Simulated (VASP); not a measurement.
A run of VASP 6.6.1:

Contents of INCAR:

```
PREC = Accurate
ENCUT = 750
EDIFF = 1E-8
ISMEAR = 0
SIGMA = 0.01
LREAL = False
LASPH = True
NELM = 120
ALGO = Normal
ISIF = 2
LWAVE = False
LCHARG = False
GGA = PS
NBANDS = 12
IBRION = 8
NSW = 1
LEPSILON = True
GGA_COMPAT = False
```

The input KPOINTS:

```
regular mesh
0
Gamma
  8 8 8
```

Contents of POSCAR:

```
LiBr
1.0
    0.0000000000      2.6289389158      2.6289389158
    2.6289389158      0.0000000000      2.6289389158
    2.6289389158      2.6289389158      0.0000000000
Li Br
1 1
Direct
    0.0000000000      0.0000000000      0.0000000000
    0.5000000000      0.5000000000      0.5000000000
```

Potentials or basis: VASP PAW PBE potentials, release 64 (Li_sv, Br).

Run with:

```sh
$ cat potpaw_PBE.64/Li_sv/POTCAR potpaw_PBE.64/Br/POTCAR > POTCAR
$ mpirun -np 1 vasp_std > vasp.out
```

Hardware: 1 thread of Intel Xeon 8259CL (shared host).

Question: Estimate the wall time of this run.

Answer: Wall time 23 min on 1 thread of Intel Xeon 8259CL, on a shared host, peak memory 0.33 GiB. Counts: scf iterations 213, k points 29.
